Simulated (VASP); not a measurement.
BaTiO3: relaxation of shape and atoms at fixed volume with PBE

The system is BaTiO3.

```xyz
5
Lattice="2.8340 1.6362 2.3325 -2.8340 1.6362 2.3325 0.0000 -3.2724 2.3325" Properties=species:S:1:pos:R:3 pbc="T T T"
Ba    0.0000    0.0000    0.0351
Ti    0.0000    0.0000    3.6329
O     0.0000   -1.6016    4.5590
O    -1.3870    0.8008    4.5590
O     1.3870    0.8008    4.5590
```

```
Program                : VASP 6.6.1
Task                   : relaxation of shape and atoms at fixed volume
Functional             : PBE
Potentials or basis    : VASP PAW PBE potentials, release 64 (Ba_sv, Ti_sv, O)
Cutoff                 : 600 eV
k mesh                 : 6 × 6 × 6
Occupations            : gaussian, width 0.02 eV
Spin                   : no spin polarisation
Dipole correction      : no
Further INCAR settings : ALGO = Normal; EDIFF = 1e-06; IBRION = 2; EDIFFG = -0.01; NSW = 50; ISIF = 4
```

```yaml
Energy_gained_by_relaxing: 3.4 meV/atom
Ionic_steps: 6
Pressure_after_relaxing: 4.4 GPa
Largest_force_after_relaxing: 0.009 eV/Å
Band_gap_on_the_k_mesh: 2.32 eV (least direct gap 2.72 eV)
```

Forces in eV/Å, atoms in the order of the input:
```
Ba   0.000  0.000 -0.009
Ti   0.000  0.000  0.003
O    0.000 -0.003  0.002
O   -0.003  0.001  0.002
O    0.003  0.001  0.002
```

The path:
```tsv
step	energy change (eV)	largest force (eV/Å)	pressure (GPa)	volume (Å³)
1	0.0000	0.4639	6.61	64.90
2	-0.0144	0.1138	4.95	64.90
3	-0.0147	0.1185	4.68	64.90
4	-0.0163	0.0797	4.60	64.90
5	-0.0170	0.0326	4.51	64.90
6	-0.0172	0.0092	4.44	64.90
```

Final structure:
```
Ba Ti O
1.0
     2.83788    1.63845    2.32613
    -2.83788    1.63845    2.32613
     0.00000   -3.27690    2.32613
Ba Ti O
1 1 3
Cartesian
  0.0000 0.0000 0.0128
  0.0000 0.0000 3.5885
  0.0000 -1.6140 4.5653
  -1.3978 0.8070 4.5653
  1.3978 0.8070 4.5653
```

Levels at points of the mesh, in eV from the valence-band top:
```tsv
k point	band 17	band 18	band 19	band 20	band 21	band 22	band 23	band 24
(0.00, 0.00, 0.00)	-1.05	-0.52	-0.40	-0.40	2.32	2.32	2.46	4.38
(0.50, 0.00, 0.00)	-1.70	-1.62	-0.95	-0.83	2.49	3.70	3.80	4.34
(0.50, 0.50, 0.00)	-1.63	-0.90	-0.85	-0.09	3.77	3.77	4.11	4.94
(0.50, 0.50, 0.50)	-2.35	-0.02	-0.02	0.00	4.24	4.38	4.38	6.56
```

Run time: 120 s on 1 thread of AMD EPYC 9R45 96-Core Processor (Zen 5), with other jobs on the host, peak memory 0.19 GiB.

Caveat: spin-orbit coupling is left out, which moves the levels of the heavy elements. A k mesh can miss the band edges.
